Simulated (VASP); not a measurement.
# TePb (rocksalt type) (Fm-3m) in VASP: relaxation of cell and atoms with r2SCAN

Aim: the relaxation of cell and atoms of TePb (rocksalt type) with r2SCAN.

Program: VASP 6.6.1. These are calculated values, not measurements. Logs are shortened: lines on timing, memory, paths and dates and some standing lists are left out, and cuts for length are marked.

## (1) The cell of the first run

It takes space group Fm-3m (No. 225, cubic). The conventional cell has a = 6.171 Å, b = 6.171 Å, c = 6.171 Å, α = 90.00°, β = 90.00°, γ = 90.00°. Pb (site symmetry m-3m) has 6 Te at 3.09 Å within 4.1 Å. Te (site symmetry m-3m) has 6 Pb at 3.09 Å within 4.1 Å.

## (2) Relaxation of cell and atoms, r2SCAN

POSCAR

```
TePb
1.0
    0.0000000000      3.0853790180      3.0853790180
    3.0853790180      0.0000000000      3.0853790180
    3.0853790180      3.0853790180      0.0000000000
Pb Te
1 1
Direct
    0.0000000000      0.0000000000      0.0000000000
    0.5000000000      0.5000000000      0.5000000000
```

INCAR.step1

```
SYSTEM = TePb
PREC = Accurate
ENCUT = 600
ISMEAR = -1
SIGMA = 0.08
LREAL = .False.
LASPH = .True.
NELM = 60
GGA = PE
ALGO = Normal
EDIFF = 1E-4
LWAVE = .True.
LCHARG = .False.
```

INCAR.step2

```
SYSTEM = TePb
PREC = Accurate
ENCUT = 600
EDIFF = 1E-7
ISMEAR = -1
SIGMA = 0.08
LREAL = .False.
LASPH = .True.
NELM = 60
ALGO = Normal
ISIF = 3
LWAVE = .False.
LCHARG = .False.
METAGGA = R2SCAN
LMIXTAU = .True.
IBRION = 2
NSW = 60
EDIFFG = -0.005
ISTART = 1
```

KPOINTS

```
Automatic mesh
0
Gamma
  12 12 12
  0 0 0
```

Potentials or basis: VASP PAW PBE potentials, release 64 (Pb_d, Te).

On the command line:

```
$ cat potpaw_PBE.64/Pb_d/POTCAR potpaw_PBE.64/Te/POTCAR > POTCAR
$ cp INCAR.step1 INCAR
$ mpirun -np 1 vasp_std > vasp.out
$ cp INCAR.step2 INCAR
$ mpirun -np 1 vasp_std > vasp.out
```

OUTCAR:

```text
SYSTEM = TePb
   PREC = Accurate
   ENCUT = 600
   EDIFF = 1E-7
   ISMEAR = -1
   LREAL = .False.
   LASPH = .True.
   NELM = 60
   ISIF = 3
   METAGGA = R2SCAN
   IBRION = 2
   NSW = 60
   EDIFFG = -0.005
   ISTART = 1

 ion  position               nearest neighbor table
   1  0.000  0.000  0.000-   2 3.09   2 3.09   2 3.09   2 3.09   2 3.09   2 3.09
   2  0.500  0.500  0.500-   1 3.09   1 3.09   1 3.09   1 3.09   1 3.09   1 3.09

  LATTYP: Found a face centered cubic cell.
 ALAT       =     6.1707580360

  Lattice vectors:

 A1 = (   0.0000000000,   3.0853790180,   3.0853790180)
 A2 = (   3.0853790180,   0.0000000000,   3.0853790180)
 A3 = (   3.0853790180,   3.0853790180,   0.0000000000)

Analysis of symmetry for initial positions (statically):
=====================================================================
 Subroutine PRICEL returns:
 Original cell was already a primitive cell.

 Routine SETGRP: Setting up the symmetry group for a
 face centered cubic supercell.

 Subroutine GETGRP returns: Found 48 space group operations
 (whereof 48 operations were pure point group operations)
 out of a pool of 48 trial point group operations.

The static configuration has the point symmetry O_h .

Analysis of symmetry for dynamics (positions and initial velocities):
=====================================================================
 Subroutine PRICEL returns:
 Original cell was already a primitive cell.

 Routine SETGRP: Setting up the symmetry group for a
 face centered cubic supercell.

 Subroutine GETGRP returns: Found 48 space group operations
 (whereof 48 operations were pure point group operations)
 out of a pool of 48 trial point group operations.

The dynamic configuration has the point symmetry O_h .

 Subroutine INISYM returns: Found 48 space group operations
 (whereof 48 operations are pure point group operations),
 and found     1 'primitive' translations

----------------------------------------------------------------------------------------

                                     Primitive cell

  volume of cell :      58.7429

  direct lattice vectors                    reciprocal lattice vectors
     0.000000000  3.085379018  3.085379018    -0.162054645  0.162054645  0.162054645
     3.085379018  0.000000000  3.085379018     0.162054645 -0.162054645  0.162054645
     3.085379018  3.085379018  0.000000000     0.162054645  0.162054645 -0.162054645

  length of vectors
     4.363384852  4.363384852  4.363384852     0.280686878  0.280686878  0.280686878

  position of ions in fractional coordinates (direct lattice)
     0.000000000  0.000000000  0.000000000
     0.500000000  0.500000000  0.500000000

  ion indices of the primitive-cell ions
   primitive index   ion index
                 1           1
                 2           2

[... 31 lines left out ...]
  0.250000  0.000000  0.000000      8.000000
  0.333333  0.000000  0.000000      8.000000
  0.416667  0.000000  0.000000      8.000000
[... 16 lines left out ...]
  0.500000  0.166667  0.000000     24.000000
 -0.416667  0.166667  0.000000     24.000000
 [... further k-points ...]
   k-points           NKPTS =     72   k-points in BZ     NKDIM =     72   number of bands    NBANDS=     14
   number of dos      NEDOS =    301   number of ions     NIONS =      2
   total plane-waves  NPLWV =  46656
   dimension x,y,z NGX =    36 NGY =   36 NGZ =   36
   dimension x,y,z NGXF=    72 NGYF=   72 NGZF=   72
   ions per type =               1   1
   NGX,Y,Z   is equivalent  to a cutoff of  13.72, 13.72, 13.72 a.u.
   NGXF,Y,Z  is equivalent  to a cutoff of  27.43, 27.43, 27.43 a.u.
 SYSTEM =  TePb
   PREC   = accura    normal or accurate (medium, high low for compatibility)
   ISTART =      1    job   : 0-new  1-cont  2-samecut
   ICHARG =      0    charge: 1-file 2-atom 10-const
   ISPIN  =      1    spin polarized calculation?
   LNONCOLLINEAR =      F non collinear calculations
   LSORBIT =      F    spin-orbit coupling
   LASPH  =      T    aspherical Exc in radial PAW
   ENCUT  =  600.0 eV  44.10 Ry    6.64 a.u.   8.71  8.71  8.71*2*pi/ulx,y,z
   NELM   =     60;   NELMIN=  2; NELMDL=  0     # of ELM steps
   EDIFF  = 0.1E-06   stopping-criterion for ELM
   LREAL  =      F    real-space projection
   EDIFFG = -.5E-02   stopping-criterion for IOM
   NSW    =     60    number of steps for IOM
   IBRION =      2    ionic relax: 0-MD 1-quasi-New 2-CG
   NFREE  =      1    steps in history (QN), initial steepest desc. (CG)
   ISIF   =      3    stress and relaxation
   ISYM   =      2    0-nonsym 1-usesym 2-fastsym
   POTIM  = 0.5000    time-step for ionic-motion
   TEBEG  =    0.0;   TEEND  =   0.0 temperature during run
   PSTRESS=    0.0 pullay stress
   NELECT =      20.0000    total number of electrons
   NUPDOWN=      -1.0000    fix difference up-down
   EMIN   =  10.00;   EMAX   =-10.00  energy-range for DOS
   EFERMI =   0.00;   METHOD = LEGACY
   ISMEAR =    -1;   SIGMA  =   0.08  broadening in eV -4-tet -1-fermi 0-gaus
   EFERMI_NEDOS =   21; number of points for ismear=-14 and -15
   IALGO  =     38    algorithm
   IMIX   =      4    mixing-type and parameters
     AMIX     =   0.40;   BMIX     =  1.00
     AMIX_MAG =   1.60;   BMIX_MAG =  1.00
  volume/ion in A,a.u.               =      29.37       198.21
  Fermi-wavevector in a.u.,A,eV,Ry     =   1.143141  2.160222 17.779691  1.306770
  Thomas-Fermi vector in A             =   2.279837
   LORBIT       =      0    0 simple, 1 ext, 2 COOP (PROOUT), +10 PAW based schemes
   METAGGA = R2SCAN    functional components
   LHFCALC =     F    Hartree Fock is set to
   AEXX    =    0.0000 exact exchange contribution
   IVDW    =     0    specifies the selected vdW correction
   LEPSILON=     F    determine dielectric tensor
   LRPA    =     F    only Hartree local field effects (RPA)
 conjugate gradient relaxation of ions
 non-spin polarized calculation
  energy-cutoff  :      600.00
  volume of cell :       58.74
 maximum number of plane-waves:      1980
   NGX = 17   NGY = 17   NGZ = 17

--------------------------------------- Ionic step        1  -------------------------------------------

 number of electron      20.0000002 magnetization

 Free energy of the ion-electron system (eV)
  ---------------------------------------------------
  ext. energy  EPLUGINS =         0.00000000
  ---------------------------------------------------
  free energy    TOTEN  =       -82.39232293 eV

  energy without entropy =      -82.39219280  energy(sigma->0) =      -82.39225787

 E-fermi :   7.8890     XC(G=0): -10.5041

 val. band max:        7.5742935906   @ k =   0.5000   0.0000   0.0000
 cond. band min:       8.2105237217   @ k =   0.5000   0.0000   0.0000
 fundamental gap:      0.6362301311
 Fermi energy:         7.8889550003
[... 896 lines left out ...]
--------------------------------------- Ionic step        3  -------------------------------------------

 number of electron      20.0000002 magnetization

 Free energy of the ion-electron system (eV)
  ---------------------------------------------------
  ext. energy  EPLUGINS =         0.00000000
  ---------------------------------------------------
  free energy    TOTEN  =       -82.70464368 eV

  energy without entropy =      -82.70462463  energy(sigma->0) =      -82.70463415

 E-fermi :   5.6601     XC(G=0):  -9.6591

 val. band max:        5.0845241100   @ k =   0.5000   0.0000   0.0000
 cond. band min:       6.1753012613   @ k =   0.5000   0.0000   0.0000
 fundamental gap:      1.0907771513
 Fermi energy:         5.6601171348
[... 437 lines left out ...]
  FREE ENERGIE OF THE ION-ELECTRON SYSTEM (eV)
  ---------------------------------------------------
  free  energy   TOTEN  =       -82.7046436830 eV

  energy  without entropy=      -82.7046246253  energy(sigma->0) =      -82.70463415

 reached required accuracy - stopping structural energy minimisation
```

OUTCAR.step1:

```text
SYSTEM = TePb
   PREC = Accurate
   ENCUT = 600
   ISMEAR = -1
   LREAL = .False.
   LASPH = .True.
[... 628 lines left out ...]
      0.00000      0.00000      0.00000         0.000000      0.000000      0.000000
      3.08538      3.08538      3.08538        -0.000000     -0.000000     -0.000000
 -----------------------------------------------------------------------------------
    total drift:                               -0.000000      0.000000      0.000000

  FREE ENERGIE OF THE ION-ELECTRON SYSTEM (eV)
  ---------------------------------------------------
  free  energy   TOTEN  =        -7.1714675356 eV

  energy  without entropy=       -7.1710582413  energy(sigma->0) =       -7.17126289
```

Wall time 6.3 min (1 thread of Intel Xeon 6975P-C (Granite Rapids), shared host); peak memory 0.29 GiB.

Results:

```yaml
Free_energy: -82.7046 eV
Relaxed_volume: 34.85 Å³/atom
Relaxed_cell: a = 4.619 Å, b = 4.619 Å, c = 4.619 Å, α = 60.00°, β = 60.00°, γ = 60.00°
Space_group_after_relaxing_to_0.1_Å: Fm-3m (No. 225)
Energy_gained_by_relaxing: 156.2 meV/atom
Ionic_steps: 3
Pressure_after_relaxing: 0.0 GPa
Band_gap_on_the_k_mesh: 1.09 eV
```

Step by step:
```tsv
step	energy change (eV)	largest force (eV/Å)	pressure (GPa)	volume (Å³)
1	0.0000	0.0000	10.65	58.74
2	-0.2302	0.0000	-3.33	76.95
3	-0.3123	0.0000	0.02	69.70
```

Final structure:
```
Pb Te
1.0
     0.00000    3.26637    3.26637
     3.26637    0.00000    3.26637
     3.26637    3.26637    0.00000
Pb Te
1 1
Direct
  0.00000 0.00000 0.00000
  0.50000 0.50000 0.50000
```

Levels at points of the mesh, in eV from the valence-band top:
```csv
k point,band 8,band 9,band 10,band 11,band 12,band 13
"(0.00, 0.00, 0.00)",-1.36,-1.36,-1.36,4.32,4.32,4.32
"(0.50, 0.00, 0.00)",-0.90,-0.90,0.00,1.09,1.50,1.50
"(0.50, 0.50, 0.00)",-4.42,-2.77,-2.77,3.73,5.71,5.71
```

Caveat: the volume moved by over 15 % at a fixed basis, so the end points are rough; the PAW data sets were made with another functional, which shifts forces and pressure a little; spin-orbit coupling is left out, which moves the levels of the heavy elements.
